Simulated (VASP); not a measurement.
A run of VASP 6.6.1 is set up as follows.

POSCAR

```
AlNi
1.0
    2.8631345224      0.0000000000      0.0000000000
    0.0000000000      2.8631345224      0.0000000000
    0.0000000000      0.0000000000      2.8631345224
Al Ni
1 1
Direct
    0.5000000000      0.5000000000      0.5000000000
    0.0000000000      0.0000000000      0.0000000000
```

Contents of INCAR.step1:

```
SYSTEM = AlNi
ALGO = Normal ; EDIFF = 1E-4
ENCUT = 520 ; GGA = PE
ISMEAR = 0 ; LASPH = .TRUE.
LCHARG = .FALSE. ; LREAL = .FALSE.
LWAVE = .TRUE. ; NBANDS = 14
NELM = 100 ; PREC = Accurate
SIGMA = 0.1
```

The input INCAR.step2:

```
SYSTEM = AlNi
ALGO = Normal ; EDIFF = 1E-6
ENCUT = 520 ; ISIF = 2
ISMEAR = 0 ; ISTART = 1
LASPH = .TRUE. ; LCHARG = .FALSE.
LMIXTAU = .TRUE. ; LREAL = .FALSE.
LWAVE = .FALSE. ; METAGGA = R2SCAN
NBANDS = 14 ; NELM = 100
PREC = Accurate ; SIGMA = 0.1
```

File KPOINTS:

```
k-points
0
G
  20 20 20
  0 0 0
```

Potentials or basis: VASP PAW PBE potentials, release 64 (Al, Ni).

Launch:

```sh
$ cat potpaw_PBE.64/Al/POTCAR potpaw_PBE.64/Ni/POTCAR > POTCAR
$ cp INCAR.step1 INCAR
$ mpirun -np 1 vasp_std > vasp.out
$ cp INCAR.step2 INCAR
$ mpirun -np 1 vasp_std > vasp.out
```

(1) What does it give for the pressure?

(2) Predict the band gap on the k mesh.

## Answers

(1) -0.2 GPa.

(2) zero (an odd number of electrons rules out a gap without spin polarisation).

Caveat: the PAW data sets were made with another functional, which shifts forces and pressure a little.
